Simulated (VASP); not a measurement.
# Sr4Ti4H3NO12 in VASP: notebook

Sr4Ti4H3NO12 is run at these levels: LDA; tasks: single point.

All numbers are computed with VASP 6.6.1; they aren't measurements. Logs are shortened: lines on timing, memory, paths and dates and some standing lists are left out, and cuts for length are marked.

### 1 The cell of the first run

The cell holds a slab with vacuum, 24 atoms: a = 5.514 Å, b = 7.798 Å, c = 17.136 Å, α = 90.00°, β = 90.00°, γ = 90.00°.

### 2 Single point, LDA

INCAR reads:

```
SYSTEM = Sr4Ti4H3NO12
ALGO     = Normal         ! electronic algorithm
EDIFF    = 1E-6           ! SCF threshold, eV
ENCUT    = 520            ! plane-wave cutoff, eV
GGA      = CA             ! functional
ISIF     = 2              ! what is computed and relaxed
ISMEAR   = 0              ! smearing method
LASPH    = .True.         ! aspherical terms in the spheres
LCHARG   = .True.         ! write CHGCAR
LELF     = .True.         ! ELF
LREAL    = Auto         
LVHAR    = .True.       
LWAVE    = .False.        ! write WAVECAR
NBANDS   = 102            ! bands
NELM     = 100            ! most SCF steps
PREC     = Accurate       ! precision mode
SIGMA    = 0.05           ! smearing width, eV
```

KPOINTS reads:

```
k-points
0
Gamma
  2 2 1
  0 0 0
```

POSCAR reads:

```
Sr4Ti4H3NO12
1.0
    5.5140190000      0.0000000000      0.0000000000
    0.0000000000      7.7980000000      0.0000000000
    0.0000000000      0.0000000000     17.1355140000
Sr Ti O N H
4 4 12 1 3
Direct
    0.4999999093      0.2500000000      0.0583583311
   -0.1096051718      0.2536874840      0.2683137489
    0.4999999093      0.7500000000      0.0583583311
   -0.1068634330      0.7494825596      0.2491339332
    0.0000000000      0.0000000000      0.0583583311
    0.4340041266      0.0006718389      0.2158725440
    0.0000000000      0.5000000000      0.0583583311
    0.4363432553      0.4995838677      0.2151631985
    0.3014895306      0.0005828418      0.0905631427
    0.7555741103     -0.0028565017      0.1201864735
    0.0000000000      0.2500000000      0.0583583311
    0.6403851710     -0.0102530136      0.2929215896
    0.1437388954      0.0018968966      0.2542347431
    0.4823673984      0.2491342652      0.1911694624
    0.3017637407      0.4993586817      0.0902141015
    0.7541658815      0.5026463196      0.1197490779
    0.0000000000      0.7500000000      0.0583583311
    0.6451087673      0.5075751475      0.2905854473
    0.1459565156      0.4997773788      0.2541472056
    0.4685001992      0.7506777379      0.1887931112
   -0.1492116730      0.1551854322      0.4141694261
   -0.2574622975      0.0660637343      0.3843227580
   -0.0104992384      0.0927599384      0.4415070362
   -0.2504826334      0.2197130033      0.4543912718
```

Potentials or basis: VASP PAW LDA potentials, release 64 (Sr_sv, Ti_sv, O, N, H).

Run with:

```sh
$ cat potpaw_LDA.64/Sr_sv/POTCAR potpaw_LDA.64/Ti_sv/POTCAR potpaw_LDA.64/O/POTCAR potpaw_LDA.64/N/POTCAR potpaw_LDA.64/H/POTCAR > POTCAR
$ mpirun -np 1 vasp_std > vasp.out
```

OUTCAR:

```text
SYSTEM = Sr4Ti4H3NO12
   EDIFF = 1E-6
   ENCUT = 520
   GGA = CA
   ISIF = 2
   ISMEAR = 0
   LASPH = .True.
   LREAL = Auto
   NELM = 100
   PREC = Accurate

 ion  position               nearest neighbor table
   1  0.500  0.250  0.058-  14 2.28  15 2.30   9 2.30  16 2.64  10 2.65  11 2.76  11 2.76   8 3.34
                             6 3.35   7 3.38   5 3.38   7 3.38   5 3.38   3 3.90   3 3.90   2 4.19
   2  0.890  0.254  0.268-  19 2.39  13 2.42  18 2.43  12 2.51  22 2.60  14 2.61  21 2.62   8 3.28
                            16 3.29  10 3.32   6 3.32  14 3.52   8 3.68   6 3.70   4 3.88   4 3.95
   3  0.500  0.750  0.058-  20 2.24  15 2.30   9 2.31  16 2.61  10 2.61  17 2.76  17 2.76   8 3.34
                             6 3.35   7 3.38   5 3.38   7 3.38   5 3.38   1 3.90   1 3.90   4 3.92
   4  0.893  0.749  0.249-  19 2.40  13 2.41  18 2.44  12 2.45  20 2.56  10 3.03  16 3.03   8 3.24
                             6 3.25  17 3.32  20 3.34   6 3.61   8 3.62   7 3.85   5 3.85   2 3.88
   5  0.000  0.000  0.058-  10 1.71   9 1.75  11 1.95  17 1.95   1 3.38   3 3.38   1 3.38   3 3.38
                             4 3.85
   6  0.434  0.001  0.216-  13 1.73  12 1.75  14 2.00  20 2.01   9 2.27  10 2.42   4 3.25   2 3.32
                             1 3.35   3 3.35   4 3.61   2 3.70
   7  0.000  0.500  0.058-  16 1.72  15 1.75  11 1.95  17 1.95   1 3.38   3 3.38   1 3.38   3 3.38
                             4 3.85
   8  0.436  0.500  0.215-  18 1.73  19 1.73  14 2.01  20 2.02  15 2.27  16 2.40   4 3.24   2 3.28
                             1 3.34   3 3.34   4 3.62   2 3.68
   9  0.301  0.001  0.091-   5 1.75   6 2.27   1 2.30   3 2.31
  10  0.756  0.997  0.120-   5 1.71   6 2.42   3 2.61   1 2.65   4 3.03   2 3.32
  11  0.000  0.250  0.058-   5 1.95   7 1.95   1 2.76   1 2.76
  12  0.640  0.990  0.293-   6 1.75   4 2.45   2 2.51
  13  0.144  0.002  0.254-   6 1.73   4 2.41   2 2.42
  14  0.482  0.249  0.191-   6 2.00   8 2.01   1 2.28   2 2.61   2 3.52
  15  0.302  0.499  0.090-   7 1.75   8 2.27   1 2.30   3 2.30
  16  0.754  0.503  0.120-   7 1.72   8 2.40   3 2.61   1 2.64   4 3.03   2 3.29
  17  0.000  0.750  0.058-   5 1.95   7 1.95   3 2.76   3 2.76   4 3.32
  18  0.645  0.508  0.291-   8 1.73   2 2.43   4 2.44
  19  0.146  0.500  0.254-   8 1.73   2 2.39   4 2.40
  20  0.469  0.751  0.189-   6 2.01   8 2.02   3 2.24   4 2.56   4 3.34
  21  0.851  0.155  0.414-  24 1.02  23 1.02  22 1.05   2 2.62
  22  0.743  0.066  0.384-  21 1.05   2 2.60
  23  0.990  0.093  0.442-  21 1.02
  24  0.750  0.220  0.454-  21 1.02

  LATTYP: Found a simple orthorhombic cell.
 ALAT       =     5.5140190000
 B/A-ratio  =     1.4142134802
 C/A-ratio  =     3.1076269414

  Lattice vectors:

 A1 = (   5.5140190000,   0.0000000000,   0.0000000000)
 A2 = (   0.0000000000,   7.7980000000,   0.0000000000)
 A3 = (   0.0000000000,   0.0000000000,  17.1355140000)

Analysis of symmetry for initial positions (statically):
=====================================================================
 Subroutine PRICEL returns:
 Original cell was already a primitive cell.

 Routine SETGRP: Setting up the symmetry group for a
 simple orthorhombic supercell.

 Subroutine GETGRP returns: Found  1 space group operations
 (whereof  1 operations were pure point group operations)
 out of a pool of  8 trial point group operations.

The static configuration has the point symmetry C_1 .

Analysis of symmetry for dynamics (positions and initial velocities):
=====================================================================
 Subroutine PRICEL returns:
 Original cell was already a primitive cell.

 Routine SETGRP: Setting up the symmetry group for a
 simple orthorhombic supercell.

 Subroutine GETGRP returns: Found  1 space group operations
 (whereof  1 operations were pure point group operations)
 out of a pool of  8 trial point group operations.

The dynamic configuration has the point symmetry C_1 .

 Subroutine INISYM returns: Found  1 space group operations
 (whereof  1 operations are pure point group operations),
[... 46 lines left out ...]
   PSTRESS=    0.0 pullay stress
   NELECT =     168.0000    total number of electrons
   NUPDOWN=      -1.0000    fix difference up-down
   EMIN   =  10.00;   EMAX   =-10.00  energy-range for DOS
   EFERMI =   0.00;   METHOD = LEGACY
   ISMEAR =     0;   SIGMA  =   0.05  broadening in eV -4-tet -1-fermi 0-gaus
   EFERMI_NEDOS =   21; number of points for ismear=-14 and -15
   IALGO  =     38    algorithm
   IMIX   =      4    mixing-type and parameters
     AMIX     =   0.40;   BMIX     =  1.00
     AMIX_MAG =   1.60;   BMIX_MAG =  1.00
  volume/ion in A,a.u.               =      30.70       207.17
  Fermi-wavevector in a.u.,A,eV,Ry     =   1.000142  1.889995 13.609694  1.000284
  Thomas-Fermi vector in A             =   2.132479
   LORBIT       =      0    0 simple, 1 ext, 2 COOP (PROOUT), +10 PAW based schemes
   GGA     = CA    functional components
   LHFCALC =     F    Hartree Fock is set to
   AEXX    =    0.0000 exact exchange contribution
   IVDW    =     0    specifies the selected vdW correction
   LEPSILON=     F    determine dielectric tensor
   LRPA    =     F    only Hartree local field effects (RPA)
 non-spin polarized calculation
 Gauss-broadening in eV      SIGMA  =   0.05
  energy-cutoff  :      520.00
  volume of cell :      736.80
 maximum number of plane-waves:     19844
 NGX is ok and might be reduce to    42
   NGX = 21   NGY = 29   NGZ = 63

 number of electron     168.0000001 magnetization

 Free energy of the ion-electron system (eV)
  ---------------------------------------------------
  ext. energy  EPLUGINS =         0.00000000
  ---------------------------------------------------
  free energy    TOTEN  =      -186.19447543 eV

  energy without entropy =     -186.19336668  energy(sigma->0) =     -186.19392105

 E-fermi :  -1.1696     XC(G=0):  -5.1437

 val. band max:       -1.2493818577   @ k =   0.0000   0.5000   0.0000
 cond. band min:      -1.0898841700   @ k =   0.0000   0.0000   0.0000
 fundamental gap:      0.1594976877
 Fermi energy:        -1.1696278045

 k-point     1 :       0.0000    0.0000    0.0000
  band No.  band energies     occupation
      1     -57.7394      2.00000
      2     -57.7320      2.00000
      3     -55.7086      2.00000
      4     -55.6311      2.00000
      5     -34.6693      2.00000
      6     -34.6581      2.00000
[... 385 lines left out ...]
     95       2.3225      0.00000
     96       2.3285      0.00000
 [bands above 96 left out]

------------------------ aborting loop because EDIFF is reached ----------------------------------------

  FORCE on cell =-STRESS in cart. coord.  units (eV):
  Direction    XX          YY          ZZ          XY          YZ          ZX
  --------------------------------------------------------------------------------------
  -------------------------------------------------------------------------------------
  Total       12.0440680      1.1461930      1.1379844      0.1375249      0.0627096     -0.1665694
  in kB       26.1899793      2.4924113      2.4745615      0.2990496      0.1363628     -0.3622073
  external PRESSURE =      10.3856507 kB  Pullay stress =       0.0000000 kB

 VOLUME and BASIS-vectors are now :
 -----------------------------------------------------------------------------
  energy-cutoff  :      520.00
  volume of cell :      736.80
      direct lattice vectors                 reciprocal lattice vectors
     5.514019000  0.000000000  0.000000000     0.181355922  0.000000000  0.000000000
     0.000000000  7.798000000  0.000000000     0.000000000  0.128238010  0.000000000
     0.000000000  0.000000000 17.135514000     0.000000000  0.000000000  0.058358331

 POSITION                                       TOTAL-FORCE (eV/Angst)
 -----------------------------------------------------------------------------------
      2.75701      1.94950      1.00000         0.601398     -0.025283      1.384729
      4.90965      1.97826      4.59769         0.011775     -0.015417     -0.004317
      2.75701      5.84850      1.00000         0.469586      0.020852      1.081182
      4.92477      5.84446      4.26904         0.018883      0.006864     -0.020536
      0.00000      0.00000      1.00000        -0.187930      0.075085      1.474826
      2.39311      0.00524      3.69909         0.071807      0.007264     -0.218235
[... 16 lines left out ...]
      5.45613      0.72334      7.56545         0.054351     -0.017475      0.011264
      4.13285      1.71332      7.78623        -0.029465      0.046213      0.033429
 -----------------------------------------------------------------------------------
    total drift:                               -0.012432      0.004477     -0.002470

  FREE ENERGIE OF THE ION-ELECTRON SYSTEM (eV)
  ---------------------------------------------------
  free  energy   TOTEN  =      -186.1944754311 eV

  energy  without entropy=     -186.1933666779  energy(sigma->0) =     -186.19392105
```

Wall time 20 min (1 thread of Intel Xeon Platinum 8259CL at 2.50GHz (Skylake/Cascade Lake), shared host); peak memory 0.67 GiB.

What came out:

| Quantity | Value |
| --- | --- |
| Free energy | -186.1945 eV |
| Largest force | 3.121 eV/Å |
| Band gap on the k mesh | 0.16 eV (least direct gap 0.26 eV) |

Forces on the atoms (eV/Å):
```
Sr   0.601 -0.025  1.385
Sr   0.012 -0.015 -0.004
Sr   0.470  0.021  1.081
Sr   0.019  0.007 -0.021
Ti  -0.188  0.075  1.475
Ti   0.072  0.007 -0.218
Ti  -0.201 -0.071  1.447
Ti   0.045 -0.010 -0.249
O    0.071  0.000  0.090
O   -0.165 -0.002  0.165
O   -0.343  0.010 -3.102
O    0.082 -0.007  0.187
O   -0.147  0.007  0.098
O   -0.011  0.008  0.061
O    0.086  0.000  0.091
O   -0.178  0.004  0.178
O   -0.163 -0.019 -3.052
O    0.090  0.016  0.205
O   -0.127 -0.005  0.085
O   -0.023 -0.001  0.082
N    0.003  0.001  0.014
H   -0.029 -0.028 -0.044
H    0.054 -0.017  0.011
H   -0.029  0.046  0.033
```

Caveat: the k points lie up to 0.57 Å⁻¹ apart; there is no dipole correction, which matters where the two faces differ; semilocal functionals underestimate gaps, and a narrow one can read as zero.

### 3 Single point, LDA

INCAR reads:

```
SYSTEM = Sr4Ti4H3NO12
PREC     = Accurate       ! precision mode
ENCUT    = 520            ! plane-wave cutoff, eV
EDIFF    = 1E-6           ! SCF threshold, eV
ISMEAR   = 0              ! smearing method
SIGMA    = 0.05           ! smearing width, eV
LREAL    = Auto         
LASPH    = .TRUE.         ! aspherical terms in the spheres
NELM     = 100            ! most SCF steps
ALGO     = Normal         ! electronic algorithm
ISIF     = 2              ! what is computed and relaxed
LWAVE    = .FALSE.        ! write WAVECAR
LCHARG   = .FALSE.        ! write CHGCAR
NBANDS   = 102            ! bands
```

KPOINTS reads:

```
regular mesh
0
G
  2 2 1
  0 0 0
```

POSCAR reads:

```
Sr4Ti4H3NO12
1.0
    5.5140190000      0.0000000000      0.0000000000
    0.0000000000      7.7980000000      0.0000000000
    0.0000000000      0.0000000000     17.1355140000
Sr Ti O N H
4 4 12 1 3
Direct
    0.5000000907      0.2500000000      0.0583582728
   -0.1143149851      0.2456370864      0.2712959179
    0.5000000907      0.7500000000      0.0583582728
   -0.1078224431      0.7512197999      0.2479033894
    0.0000000000      0.0000000000      0.0583582728
    0.4349415553      0.0006447807      0.2148609023
    0.0000000000      0.5000000000      0.0583582728
    0.4348450740      0.4990931008      0.2161569242
    0.3020617085      0.0006913311      0.0900021441
    0.7530790155     -0.0032205694      0.1193565014
    0.0000000000      0.2500000000      0.0583582728
    0.6429843640     -0.0086329828      0.2905930339
    0.1433546022      0.0014775583      0.2529709935
    0.4839043899      0.2509551167      0.1912802266
    0.3010867391      0.4992708387      0.0907487222
    0.7558047950      0.5032657092      0.1202824146
    0.0000000000      0.7500000000      0.0583582728
    0.6395191964      0.5097008207      0.2934503161
    0.1441543818      0.4985161580      0.2548060712
    0.4669579485      0.7490107720      0.1888145287
   -0.0244442393      0.4000570659      0.4040208540
   -0.1743211258      0.4706797897      0.3863051321
   -0.0119170790      0.3953865094      0.4632805879
    0.1255108116      0.4591440113      0.3803781433
```

Potentials or basis: VASP PAW LDA potentials, release 64 (Sr_sv, Ti_sv, O, N, H).

Run with:

```sh
$ cat potpaw_LDA.64/Sr_sv/POTCAR potpaw_LDA.64/Ti_sv/POTCAR potpaw_LDA.64/O/POTCAR potpaw_LDA.64/N/POTCAR potpaw_LDA.64/H/POTCAR > POTCAR
$ mpirun -np 1 vasp_std > vasp.out
```

Run time: 8.2 min. Hardware: 1 thread of Intel Xeon 6975P-C (Granite Rapids), shared host; peak memory 0.66 GiB.

Results (log left out):

| Item | Value |
| --- | --- |
| Free energy | -186.2308 eV |
| Largest force | 3.132 eV/Å |
| Band gap on the k mesh | 0.19 eV (least direct gap 0.28 eV) |

Forces in eV/Å, atoms in the order of the input:
```
Sr   0.613  0.040  1.395
Sr   0.006  0.001 -0.006
Sr   0.454 -0.046  1.073
Sr   0.019 -0.027 -0.006
Ti  -0.222  0.090  1.460
Ti   0.059  0.021 -0.216
Ti  -0.182 -0.090  1.476
Ti   0.053  0.003 -0.234
O    0.079 -0.003  0.092
O   -0.170 -0.007  0.175
O   -0.358 -0.027 -3.111
O    0.069 -0.016  0.184
O   -0.117  0.014  0.075
O   -0.012 -0.020  0.067
O    0.079  0.003  0.083
O   -0.174  0.007  0.177
O   -0.147  0.028 -3.055
O    0.106  0.013  0.192
O   -0.152 -0.017  0.086
O   -0.010  0.026  0.072
N    0.004  0.003  0.022
H   -0.049  0.020 -0.025
H    0.007 -0.022  0.052
H    0.045  0.008 -0.029
```

Levels at points of the mesh, in eV from the valence-band top:
| k point | band 82 | band 83 | band 84 | band 85 | band 86 | band 87 |
| --- | --- | --- | --- | --- | --- | --- |
| (0.00, 0.00, 0.00) | -0.19 | -0.13 | -0.09 | 0.19 | 0.78 | 1.57 |
| (0.50, 0.00, 0.00) | -0.18 | -0.13 | -0.10 | 0.94 | 1.13 | 1.36 |
| (0.00, 0.50, 0.00) | -0.42 | -0.05 | 0.00 | 0.49 | 0.49 | 2.12 |
| (0.50, 0.50, 0.00) | -0.31 | -0.16 | -0.07 | 0.89 | 0.90 | 1.76 |

Caveat: the k points lie up to 0.57 Å⁻¹ apart; there is no dipole correction, which matters where the two faces differ; semilocal functionals underestimate gaps, and a narrow one can read as zero.

### 4 Single point, LDA

INCAR reads:

```
SYSTEM = Sr4Ti4H3NO12
PREC     = Accurate       ! precision mode
ENCUT    = 520            ! plane-wave cutoff, eV
EDIFF    = 1E-7           ! SCF threshold, eV
ISMEAR   = 0              ! smearing method
SIGMA    = 0.05           ! smearing width, eV
LREAL    = Auto         
LASPH    = .True.         ! aspherical terms in the spheres
NELM     = 60             ! most SCF steps
ALGO     = Normal         ! electronic algorithm
ISIF     = 2              ! what is computed and relaxed
LWAVE    = .False.        ! write WAVECAR
LCHARG   = .False.        ! write CHGCAR
NBANDS   = 102            ! bands
```

KPOINTS reads:

```
regular mesh
0
Gamma
  2 2 1
  0 0 0
```

POSCAR reads:

```
Sr4Ti4H3NO12
1.0
    5.5140190000      0.0000000000      0.0000000000
    0.0000000000      7.7980000000      0.0000000000
    0.0000000000      0.0000000000     17.1355140000
Sr Ti O N H
4 4 12 1 3
Direct
    0.4999999093      0.2500000000      0.0583583311
   -0.1133556123      0.2446472172      0.2673316949
    0.4999999093      0.7500000000      0.0583583311
   -0.1086557736      0.7502271095      0.2480123444
    0.0000000000      0.0000000000      0.0583583311
    0.4346490282      0.0001697871      0.2146016746
    0.0000000000      0.5000000000      0.0583583311
    0.4344557028      0.4988809951      0.2154923978
    0.3020822017      0.0005655296      0.0897649175
    0.7534007409     -0.0030350090      0.1195351946
    0.0000000000      0.2500000000      0.0583583311
    0.6426299946     -0.0086084894      0.2902402577
    0.1432256581      0.0003626571      0.2526833452
    0.4818625036      0.2502296743      0.1906995612
    0.3017646475      0.4993338035      0.0900042450
    0.7544808968      0.5029864068      0.1198371406
    0.0000000000      0.7500000000      0.0583583311
    0.6411437828      0.5069975635      0.2922960467
    0.1429929784      0.4976028469      0.2538526711
    0.4667791315      0.7489899974      0.1885225036
   -0.0393395453      0.3622817389      0.4088837954
   -0.1994247753      0.4261045140      0.3965569985
   -0.0223397852      0.3423512439      0.4674449217
    0.0979833403      0.4404878174      0.3896895652
```

Run with:

```sh
$ cat potpaw_LDA.64/Sr_sv/POTCAR potpaw_LDA.64/Ti_sv/POTCAR potpaw_LDA.64/O/POTCAR potpaw_LDA.64/N/POTCAR potpaw_LDA.64/H/POTCAR > POTCAR
$ mpirun -np 1 vasp_std > vasp.out
```

It took 9.1 min on 1 thread of Intel Xeon 6975P-C (Granite Rapids), shared host; peak memory 0.67 GiB.

The run converged. Its results:

- Free energy: -186.1774 eV
- Largest force: 3.097 eV/Å
- Band gap on the k mesh: 0.18 eV (least direct gap 0.28 eV)

Forces in eV/Å, atoms in the order of the input:
```
Sr   0.618  0.014  1.294
Sr   0.030 -0.003 -0.003
Sr   0.479 -0.029  1.000
Sr   0.015 -0.031  0.028
Ti  -0.231  0.071  1.438
Ti   0.051  0.004 -0.227
Ti  -0.213 -0.076  1.421
Ti   0.063 -0.027 -0.156
O    0.087 -0.002  0.089
O   -0.163  0.002  0.187
O   -0.355 -0.016 -3.077
O    0.090 -0.013  0.185
O   -0.129 -0.032  0.069
O   -0.030  0.000  0.070
O    0.071 -0.003  0.119
O   -0.160 -0.004  0.207
O   -0.163  0.012 -3.035
O    0.087 -0.037  0.256
O   -0.112 -0.005  0.180
O   -0.005 -0.027  0.113
N   -0.157  0.070 -0.051
H    0.003  0.149 -0.010
H   -0.007 -0.070 -0.014
H    0.135  0.052 -0.083
```

Levels at points of the mesh, in eV from the valence-band top:
```tsv
k point	band 81	band 82	band 83	band 84	band 85	band 86	band 87	band 88
(0.00, 0.00, 0.00)	-0.40	-0.19	-0.14	-0.10	0.18	0.77	1.55	2.25
(0.50, 0.00, 0.00)	-0.31	-0.17	-0.12	-0.10	0.92	1.11	1.34	1.64
(0.00, 0.50, 0.00)	-0.51	-0.42	-0.06	0.00	0.48	0.48	2.11	2.11
(0.50, 0.50, 0.00)	-0.41	-0.32	-0.15	-0.07	0.88	0.88	1.77	1.78
```

Caveat: the k points lie up to 0.57 Å⁻¹ apart; there is no dipole correction, which matters where the two faces differ; semilocal functionals underestimate gaps, and a narrow one can read as zero.

### 5 Summary

```csv
cell,gap on the mesh (eV),largest force (eV/Å)
"as given, atomic positions A",0.16,3.12
"as given, atomic positions B",0.19,3.13
"as given, atomic positions C",0.18,3.10
```

Alike in all rows: task single point; level LDA; potentials or basis VASP PAW LDA potentials, release 64 (Sr_sv, Ti_sv, O, N, H); no spin polarisation; k mesh 2 × 2 × 1; cutoff (eV) 520; smearing gaussian 0.05 eV.

Caveats: all runs use coarse meshes; there is no dipole correction, which matters where the two faces differ; semilocal functionals underestimate gaps, and a narrow one can read as zero.

Absolute energies hang on the potentials; compare differences alone.
